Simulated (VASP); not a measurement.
Here is a VASP 6.6.1 calculation.

INCAR

```
ALGO = Fast
EDIFF = 1E-7
ENCUT = 520
GGA = PE
ISIF = 2
ISMEAR = -1
LASPH = True
LCHARG = False
LREAL = False
LWAVE = False
NBANDS = 28
NELM = 100
PREC = Accurate
SIGMA = 0.05
```

KPOINTS

```
k-points
0
Gamma
  5 5 5
```

The input POSCAR:

```
Sr3Ag
1.0
    5.5985665563      0.0000000000      0.0000000000
    0.0000000000      5.5985665563      0.0000000000
    0.0000000000      0.0000000000      5.5985665563
Ag Sr
1 3
Direct
    0.0000000000      0.0000000000      0.0000000000
    0.5000000000      0.5000000000      0.0000000000
    0.5000000000      0.0000000000      0.5000000000
    0.0000000000      0.5000000000      0.5000000000
```

Potentials or basis: VASP PAW PBE potentials, release 64 (Ag, Sr_sv).

Launch:

```console
$ cat potpaw_PBE.64/Ag/POTCAR potpaw_PBE.64/Sr_sv/POTCAR > POTCAR
$ mpirun -np 1 vasp_std > vasp.out
```

(1) Predict the pressure.

(2) Estimate the band gap on the k mesh.

Results:

(1) -0.8 GPa.

(2) zero (an odd number of electrons rules out a gap without spin polarisation).
